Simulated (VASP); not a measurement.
# Li2Se (Fm-3m) in VASP: a series of runs

Runs on Li2Se. Level: r2SCAN. Tasks: single point.

Program: VASP 6.6.1. These are calculated values, not measurements. Logs are shortened: lines on timing, memory, paths and dates and some standing lists are left out, and cuts for length are marked.

**1. The cell of the first run**

It takes space group Fm-3m (No. 225, cubic). Conventional cell: a = 5.985 Å, b = 5.985 Å, c = 5.985 Å, α = 90.00°, β = 90.00°, γ = 90.00°. Within 3.4 Å of Li (site symmetry -43m) lie 4 Se at 2.59 Å and 6 Li at 2.99 Å. Within 3.4 Å of Se (site symmetry m-3m) lie 8 Li at 2.59 Å.

**2. Single point, r2SCAN**

File POSCAR:

```
Li2Se
1.0
    0.0000000000      2.9926641900      2.9926641900
    2.9926641900      0.0000000000      2.9926641900
    2.9926641900      2.9926641900      0.0000000000
Li Se
2 1
Direct
    0.2500000000      0.2500000000      0.2500000000
    0.7500000000      0.7500000000      0.7500000000
    0.0000000000      0.0000000000      0.0000000000
```

File INCAR.step1:

```
ALGO     = Normal         # electronic algorithm
EDIFF    = 1E-5           # SCF threshold, eV
ENCUT    = 830            # plane-wave cutoff, eV
GGA      = PE             # functional
GGA_COMPAT= F            
ISMEAR   = 0              # smearing method
LASPH    = T              # aspherical terms in the spheres
LCHARG   = F              # write CHGCAR
LREAL    = F              # projectors in reciprocal space
LWAVE    = T              # write WAVECAR
NBANDS   = 13             # bands
NELM     = 120            # most SCF steps
PREC     = Accurate       # precision mode
SIGMA    = 0.05           # smearing width, eV
```

File INCAR.step2:

```
ALGO     = Normal         # electronic algorithm
EDIFF    = 1E-6           # SCF threshold, eV
ENCUT    = 830            # plane-wave cutoff, eV
GGA_COMPAT= F            
ISIF     = 2              # what is computed and relaxed
ISMEAR   = 0              # smearing method
ISTART   = 1            
LASPH    = T              # aspherical terms in the spheres
LCHARG   = F              # write CHGCAR
LMIXTAU  = T            
LREAL    = F              # projectors in reciprocal space
LWAVE    = F              # write WAVECAR
METAGGA  = R2SCAN         # meta-GGA
NBANDS   = 13             # bands
NELM     = 120            # most SCF steps
PREC     = Accurate       # precision mode
SIGMA    = 0.05           # smearing width, eV
```

File KPOINTS:

```
k-points
0
Gamma
  8 8 8
```

Potentials or basis: VASP PAW PBE potentials, release 64 (Li_sv, Se).

On the command line:

```bash
$ cat potpaw_PBE.64/Li_sv/POTCAR potpaw_PBE.64/Se/POTCAR > POTCAR
$ cp INCAR.step1 INCAR
$ mpirun -np 1 vasp_std > vasp.out
$ cp INCAR.step2 INCAR
$ mpirun -np 1 vasp_std > vasp.out
```

OUTCAR:

```text
EDIFF = 1E-6
   ENCUT = 830
   ISIF = 2
   ISMEAR = 0
   ISTART = 1
   LASPH = T
   LREAL = F
   METAGGA = R2SCAN
   NELM = 120
   PREC = Accurate

 ion  position               nearest neighbor table
   1  0.250  0.250  0.250-   3 2.59   3 2.59   3 2.59   3 2.59
   2  0.750  0.750  0.750-   3 2.59   3 2.59   3 2.59   3 2.59
   3  0.000  0.000  0.000-   1 2.59   2 2.59   2 2.59   2 2.59   2 2.59   1 2.59   1 2.59   1 2.59

  LATTYP: Found a face centered cubic cell.
 ALAT       =     5.9853283800

  Lattice vectors:

 A1 = (   0.0000000000,   2.9926641900,   2.9926641900)
 A2 = (   2.9926641900,   0.0000000000,   2.9926641900)
 A3 = (   2.9926641900,   2.9926641900,   0.0000000000)

Analysis of symmetry for initial positions (statically):
=====================================================================
 Subroutine PRICEL returns:
 Original cell was already a primitive cell.

 Routine SETGRP: Setting up the symmetry group for a
 face centered cubic supercell.

 Subroutine GETGRP returns: Found 48 space group operations
 (whereof 48 operations were pure point group operations)
 out of a pool of 48 trial point group operations.

The static configuration has the point symmetry O_h .

Analysis of symmetry for dynamics (positions and initial velocities):
=====================================================================
 Subroutine PRICEL returns:
 Original cell was already a primitive cell.

 Routine SETGRP: Setting up the symmetry group for a
 face centered cubic supercell.

 Subroutine GETGRP returns: Found 48 space group operations
 (whereof 48 operations were pure point group operations)
 out of a pool of 48 trial point group operations.

The dynamic configuration has the point symmetry O_h .

 Subroutine INISYM returns: Found 48 space group operations
 (whereof 48 operations are pure point group operations),
 and found     1 'primitive' translations

----------------------------------------------------------------------------------------

                                     Primitive cell

  volume of cell :      53.6048

  direct lattice vectors                    reciprocal lattice vectors
     0.000000000  2.992664190  2.992664190    -0.167075211  0.167075211  0.167075211
     2.992664190  0.000000000  2.992664190     0.167075211 -0.167075211  0.167075211
     2.992664190  2.992664190  0.000000000     0.167075211  0.167075211 -0.167075211

  length of vectors
     4.232266285  4.232266285  4.232266285     0.289382754  0.289382754  0.289382754

  position of ions in fractional coordinates (direct lattice)
     0.250000000  0.250000000  0.250000000
     0.750000000  0.750000000  0.750000000
     0.000000000  0.000000000  0.000000000

  ion indices of the primitive-cell ions
   primitive index   ion index
                 1           1
                 2           2
                 3           3

----------------------------------------------------------------------------------------

 KPOINTS: k-points

Automatic generation of k-mesh.
 Grid dimensions read from file:
 generate k-points for:    8    8    8

 Generating k-lattice:

  Cartesian coordinates                     Fractional coordinates (reciprocal lattice)
    -0.020884401  0.020884401  0.020884401     0.125000000  0.000000000  0.000000000
     0.020884401 -0.020884401  0.020884401     0.000000000  0.125000000  0.000000000
     0.020884401  0.020884401 -0.020884401     0.000000000  0.000000000  0.125000000

  Length of vectors
     0.036172844  0.036172844  0.036172844

  Shift w.r.t. Gamma in fractional coordinates (k-lattice)
     0.000000000  0.000000000  0.000000000

 Subroutine IBZKPT returns following result:
 ===========================================

 Found     29 irreducible k-points:

 Following reciprocal coordinates:
            Coordinates               Weight
  0.000000  0.000000  0.000000      1.000000
  0.125000  0.000000  0.000000      8.000000
  0.250000  0.000000  0.000000      8.000000
  0.375000  0.000000  0.000000      8.000000
  0.500000  0.000000  0.000000      4.000000
  0.125000  0.125000  0.000000      6.000000
[... 16 lines left out ...]
  0.500000  0.250000  0.125000     48.000000
 -0.375000  0.250000  0.125000     24.000000
 [... further k-points ...]
   k-points           NKPTS =     29   k-points in BZ     NKDIM =     29   number of bands    NBANDS=     13
   number of dos      NEDOS =    301   number of ions     NIONS =      3
   total plane-waves  NPLWV =  64000
   dimension x,y,z NGX =    40 NGY =   40 NGZ =   40
   dimension x,y,z NGXF=    80 NGYF=   80 NGZF=   80
   ions per type =               2   1
   NGX,Y,Z   is equivalent  to a cutoff of  15.71, 15.71, 15.71 a.u.
   NGXF,Y,Z  is equivalent  to a cutoff of  31.42, 31.42, 31.42 a.u.
 SYSTEM =  unknown system
   PREC   = accura    normal or accurate (medium, high low for compatibility)
   ISTART =      1    job   : 0-new  1-cont  2-samecut
   ICHARG =      0    charge: 1-file 2-atom 10-const
[... 70 lines left out ...]
      8       7.0692      0.00000
      9       7.0692      0.00000
     10       7.0692      0.00000
     11      11.9667      0.00000
     12      11.9667      0.00000
     13      12.6935      0.00000

 k-point     2 :       0.1250    0.0000    0.0000
  band No.  band energies     occupation
      1     -45.3823      2.00000
      2     -45.3603      2.00000
      3     -10.9864      2.00000
      4       0.1305      2.00000
      5       0.6665      2.00000
      6       0.6665      2.00000
      7       5.4076      0.00000
      8       7.3073      0.00000
      9       7.3073      0.00000
     10       7.4551      0.00000
     11      10.8577      0.00000
     12      10.8577      0.00000
     13      12.7934      0.00000

 k-point     3 :       0.2500    0.0000    0.0000
  band No.  band energies     occupation
      1     -45.3795      2.00000
      2     -45.3627      2.00000
      3     -10.8563      2.00000
      4      -0.9832      2.00000
      5       0.4682      2.00000
      6       0.4682      2.00000
      7       6.0780      0.00000
      8       7.6140      0.00000
      9       7.6140      0.00000
     10       8.3943      0.00000
     11      10.5261      0.00000
     12      10.5261      0.00000
     13      13.1846      0.00000

 k-point     4 :       0.3750    0.0000    0.0000
  band No.  band energies     occupation
      1     -45.3755      2.00000
      2     -45.3664      2.00000
      3     -10.7154      2.00000
      4      -1.8470      2.00000
      5       0.2946      2.00000
      6       0.2946      2.00000
      7       6.5548      0.00000
      8       7.4796      0.00000
      9       7.4796      0.00000
     10       9.1584      0.00000
     11      11.6643      0.00000
     12      11.6643      0.00000
     13      13.9161      0.00000

 k-point     5 :       0.5000    0.0000    0.0000
  band No.  band energies     occupation
      1     -45.3709      2.00000
      2     -45.3709      2.00000
      3     -10.6534      2.00000
      4      -2.1654      2.00000
      5       0.2285      2.00000
      6       0.2285      2.00000
      7       6.7426      0.00000
      8       7.3553      0.00000
      9       7.3553      0.00000
     10       9.4059      0.00000
     11      13.4263      0.00000
     12      13.4263      0.00000
     13      14.0675      0.00000
[... 257 lines left out ...]
 k-point    22 :       0.3750    0.2500    0.1250
  band No.  band energies     occupation
      1     -45.3778      2.00000
      2     -45.3642      2.00000
      3     -10.7579      2.00000
      4      -1.1138      2.00000
      5      -0.2676      2.00000
      6       0.2163      2.00000
      7       6.2325      0.00000
      8       7.8267      0.00000
      9       7.9094      0.00000
     10       9.0376      0.00000
     11       9.8668      0.00000
     12      12.9902      0.00000
     13      14.8212      0.00000

 k-point    23 :       0.5000    0.2500    0.1250
  band No.  band energies     occupation
      1     -45.3745      2.00000
      2     -45.3672      2.00000
      3     -10.6426      2.00000
      4      -1.6404      2.00000
      5      -0.5149      2.00000
      6      -0.0276      2.00000
      7       6.5499      0.00000
      8       7.5087      0.00000
      9       8.7972      0.00000
     10       9.3118      0.00000
     11      10.9215      0.00000
     12      13.0515      0.00000
     13      14.7986      0.00000

 k-point    24 :      -0.3750    0.2500    0.1250
  band No.  band energies     occupation
      1     -45.3708      2.00000
      2     -45.3708      2.00000
      3     -10.5925      2.00000
      4      -1.8665      2.00000
      5      -0.5431      2.00000
      6      -0.1741      2.00000
      7       6.7159      0.00000
      8       7.3276      0.00000
      9       9.1893      0.00000
     10       9.9373      0.00000
     11      11.0696      0.00000
     12      12.4894      0.00000
     13      14.3324      0.00000

 [... further k-points ...]

------------------------ aborting loop because EDIFF is reached ----------------------------------------

  FORCE on cell =-STRESS in cart. coord.  units (eV):
  Direction    XX          YY          ZZ          XY          YZ          ZX
  --------------------------------------------------------------------------------------
  -------------------------------------------------------------------------------------
  Total       -0.0426637     -0.0426637     -0.0426637     -0.0000000     -0.0000000      0.0000000
  in kB       -1.2751605     -1.2751605     -1.2751605     -0.0000000     -0.0000000      0.0000000
  external PRESSURE =      -1.2751605 kB  Pullay stress =       0.0000000 kB

 VOLUME and BASIS-vectors are now :
 -----------------------------------------------------------------------------
  energy-cutoff  :      830.00
  volume of cell :       53.60
      direct lattice vectors                 reciprocal lattice vectors
     0.000000000  2.992664190  2.992664190    -0.167075211  0.167075211  0.167075211
     2.992664190  0.000000000  2.992664190     0.167075211 -0.167075211  0.167075211
     2.992664190  2.992664190  0.000000000     0.167075211  0.167075211 -0.167075211

 POSITION                                       TOTAL-FORCE (eV/Angst)
 -----------------------------------------------------------------------------------
      1.49633      1.49633      1.49633         0.000000      0.000000      0.000000
      4.48900      4.48900      4.48900        -0.000000     -0.000000     -0.000000
      0.00000      0.00000      0.00000        -0.000000     -0.000000     -0.000000
 -----------------------------------------------------------------------------------
    total drift:                                0.000000     -0.000000      0.000000

  FREE ENERGIE OF THE ION-ELECTRON SYSTEM (eV)
  ---------------------------------------------------
  free  energy   TOTEN  =       -23.4393568877 eV

  energy  without entropy=      -23.4393568877  energy(sigma->0) =      -23.43935689
```

Wall time 2.4 min (1 thread of Intel Xeon Platinum 8375C at 2.90GHz (Ice Lake), shared host); peak memory 0.27 GiB.

Results:

```
Free energy            : -23.4394 eV
Pressure               : -0.1 GPa
Band gap on the k mesh : 3.46 eV, indirect (least direct gap 4.18 eV)
```

Levels at points of the mesh, in eV from the valence-band top:
| k point | band 3 | band 4 | band 5 | band 6 | band 7 | band 8 | band 9 | band 10 |
| --- | --- | --- | --- | --- | --- | --- | --- | --- |
| (0.00, 0.00, 0.00) | -11.80 | 0.00 | 0.00 | 0.00 | 4.18 | 6.31 | 6.31 | 6.31 |
| (0.50, 0.00, 0.00) | -11.41 | -2.92 | -0.53 | -0.53 | 5.98 | 6.60 | 6.60 | 8.65 |
| (0.50, 0.50, 0.00) | -11.29 | -2.27 | -1.46 | -1.46 | 3.46 | 7.00 | 11.38 | 11.38 |

Caveat: the PAW data sets were made with another functional, which shifts forces and pressure a little.

**3. Single point, r2SCAN**

This run uses another cell than the first one, of 18.15 Å³/atom, 1.016 times its volume.

File POSCAR:

```
Li2Se
1.0
    0.0000000000      3.0084531553      3.0084531553
    3.0084531553      0.0000000000      3.0084531553
    3.0084531553      3.0084531553      0.0000000000
Li Se
2 1
Direct
    0.2500000000      0.2500000000      0.2500000000
    0.7500000000      0.7500000000      0.7500000000
    0.0000000000      0.0000000000      0.0000000000
```

File INCAR.step1:

```
ALGO = Normal
EDIFF = 1E-5
ENCUT = 830
GGA = PE
GGA_COMPAT = False
ISMEAR = 0
LASPH = True
LCHARG = False
LREAL = False
LWAVE = True
NBANDS = 13
NELM = 120
PREC = Accurate
SIGMA = 0.05
```

File INCAR.step2:

```
ALGO = Normal
EDIFF = 1E-6
ENCUT = 830
GGA_COMPAT = False
ISIF = 2
ISMEAR = 0
ISTART = 1
LASPH = True
LCHARG = False
LMIXTAU = True
LREAL = False
LWAVE = False
METAGGA = R2SCAN
NBANDS = 13
NELM = 120
PREC = Accurate
SIGMA = 0.05
```

KPOINTS is that of step 2.

Potentials or basis: VASP PAW PBE potentials, release 64 (Li_sv, Se).

On the command line:

```bash
$ cat potpaw_PBE.64/Li_sv/POTCAR potpaw_PBE.64/Se/POTCAR > POTCAR
$ cp INCAR.step1 INCAR
$ mpirun -np 1 vasp_std > vasp.out
$ cp INCAR.step2 INCAR
$ mpirun -np 1 vasp_std > vasp.out
```

Wall time 2.3 min (1 thread of Intel Xeon Platinum 8375C at 2.90GHz (Ice Lake), shared host); peak memory 0.27 GiB.

The run converged. Its results:

| Item | Value |
| --- | --- |
| Free energy | -23.4372 eV |
| Pressure | -0.7 GPa |
| Band gap on the k mesh | 3.47 eV, indirect (least direct gap 4.11 eV) |

Levels at points of the mesh, in eV from the valence-band top:
```csv
k point,band 4,band 5,band 6,band 7,band 8,band 9
"(0.00, 0.00, 0.00)",0.00,0.00,0.00,4.11,6.30,6.30
"(0.50, 0.00, 0.00)",-2.87,-0.52,-0.52,5.92,6.59,6.59
"(0.50, 0.50, 0.00)",-2.24,-1.42,-1.42,3.47,6.96,11.27
```

Caveat: the PAW data sets were made with another functional, which shifts forces and pressure a little.

**4. Single point, r2SCAN**

This run uses another cell than the first one, of 18.08 Å³/atom, 1.012 times its volume.

File POSCAR:

```
Li2Se
1.0
    0.0000000000      3.0044365241      3.0044365241
    3.0044365241      0.0000000000      3.0044365241
    3.0044365241      3.0044365241      0.0000000000
Li Se
2 1
Direct
    0.2500000000      0.2500000000      0.2500000000
    0.7500000000      0.7500000000      0.7500000000
    0.0000000000      0.0000000000      0.0000000000
```

File INCAR.step1:

```
SYSTEM = Li2Se
ALGO     = Normal         ! electronic algorithm
EDIFF    = 1E-5           ! SCF threshold, eV
ENCUT    = 830            ! plane-wave cutoff, eV
GGA      = PE             ! functional
GGA_COMPAT= .False.      
ISMEAR   = 0              ! smearing method
LASPH    = .True.         ! aspherical terms in the spheres
LCHARG   = .False.        ! write CHGCAR
LREAL    = .False.        ! projectors in reciprocal space
LWAVE    = .True.         ! write WAVECAR
NBANDS   = 13             ! bands
NELM     = 120            ! most SCF steps
PREC     = Accurate       ! precision mode
SIGMA    = 0.05           ! smearing width, eV
```

File INCAR.step2:

```
SYSTEM = Li2Se
ALGO     = Normal         ! electronic algorithm
EDIFF    = 1E-6           ! SCF threshold, eV
ENCUT    = 830            ! plane-wave cutoff, eV
GGA_COMPAT= .False.      
ISIF     = 2              ! what is computed and relaxed
ISMEAR   = 0              ! smearing method
ISTART   = 1            
LASPH    = .True.         ! aspherical terms in the spheres
LCHARG   = .False.        ! write CHGCAR
LMIXTAU  = .True.       
LREAL    = .False.        ! projectors in reciprocal space
LWAVE    = .False.        ! write WAVECAR
METAGGA  = R2SCAN         ! meta-GGA
NBANDS   = 13             ! bands
NELM     = 120            ! most SCF steps
PREC     = Accurate       ! precision mode
SIGMA    = 0.05           ! smearing width, eV
```

File KPOINTS:

```
k-points
0
Gamma
  8 8 8
  0 0 0
```

On the command line:

```bash
$ cat potpaw_PBE.64/Li_sv/POTCAR potpaw_PBE.64/Se/POTCAR > POTCAR
$ cp INCAR.step1 INCAR
$ mpirun -np 1 vasp_std > vasp.out
$ cp INCAR.step2 INCAR
$ mpirun -np 1 vasp_std > vasp.out
```

Wall time 2.5 min (1 thread of Intel Xeon Platinum 8375C at 2.90GHz (Ice Lake), shared host); peak memory 0.27 GiB.

The run converged. Its results:

| Quantity | Value |
| --- | --- |
| Free energy | -23.4380 eV |
| Pressure | -0.6 GPa |
| Band gap on the k mesh | 3.47 eV, indirect (least direct gap 4.13 eV) |

Levels at points of the mesh, in eV from the valence-band top:
| k point | band 2 | band 3 | band 4 | band 5 | band 6 | band 7 | band 8 | band 9 | band 10 | band 11 |
| --- | --- | --- | --- | --- | --- | --- | --- | --- | --- | --- |
| (0.00, 0.00, 0.00) | -46.14 | -11.76 | 0.00 | 0.00 | 0.00 | 4.13 | 6.31 | 6.31 | 6.31 | 11.17 |
| (0.50, 0.00, 0.00) | -46.15 | -11.39 | -2.88 | -0.52 | -0.52 | 5.93 | 6.59 | 6.59 | 8.59 | 12.59 |
| (0.50, 0.50, 0.00) | -46.15 | -11.27 | -2.25 | -1.43 | -1.43 | 3.47 | 6.97 | 11.30 | 11.30 | 12.54 |

Caveat: the PAW data sets were made with another functional, which shifts forces and pressure a little. r2SCAN opens gaps a little over a GGA but as a rule still falls short of measured ones.

**5. Overview**

```csv
cell,gap on the mesh (eV),pressure (GPa)
"a = 4.232 Å, angles 60.0°, 3 atoms",3.46,-0.1
"a = 4.255 Å, angles 60.0°, 3 atoms",3.47,-0.7
"a = 4.249 Å, angles 60.0°, 3 atoms",3.47,-0.6
```

Alike in all rows: task single point; level r2SCAN; potentials or basis VASP PAW PBE potentials, release 64 (Li_sv, Se); no spin polarisation; k mesh 8 × 8 × 8; cutoff (eV) 830; smearing gaussian 0.05 eV.

Caveats: the PAW data sets were made with another functional, which shifts forces and pressure a little.

Total energies depend on the potentials used, so only differences within one code and one set of settings carry meaning.
